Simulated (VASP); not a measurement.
**V: single point with revPBE**

Crystal: V.

```
CELL_PARAMETERS angstrom
-1.50790 1.50790 1.50790
1.50790 -1.50790 1.50790
1.50790 1.50790 -1.50790
ATOMIC_POSITIONS crystal
V 0.00000 0.00000 0.00000
```

| Property | Result |
| --- | --- |
| Program | VASP 6.6.1 |
| Task | single point |
| Functional | revPBE |
| Potentials or basis | VASP PAW PBE potentials, release 64 (V_sv) |
| Cutoff | 500 eV |
| k mesh | 8 × 8 × 8 |
| Occupations | fermi-dirac, width 0.1 eV |
| Spin | no spin polarisation |
| Dipole correction | no |
| Further INCAR settings | ALGO = Normal; EDIFF = 1e-06; NBANDS = 12 |

* Pressure: -0.7 GPa

Levels at points of the mesh, in eV from the Fermi level:
| k point | band 3 | band 4 | band 5 | band 6 | band 7 | band 8 | band 9 | band 10 |
| --- | --- | --- | --- | --- | --- | --- | --- | --- |
| (0.00, 0.00, 0.00) | -37.12 | -37.12 | -6.59 | 0.40 | 0.40 | 0.40 | 2.37 | 2.37 |
| (0.50, 0.00, 0.00) | -37.39 | -37.13 | -3.14 | -1.11 | 1.52 | 2.36 | 2.72 | 4.01 |
| (0.50, 0.50, 0.50) | -37.70 | -37.70 | -2.93 | -2.93 | 3.62 | 3.62 | 3.62 | 10.00 |

Run time: 12 s on 1 thread of AMD EPYC 7R13, with other jobs on the host, peak memory 0.09 GiB.

Caveat: the k points lie up to 0.37 Å⁻¹ apart; the PAW data sets were made with another functional, which shifts forces and pressure a little.
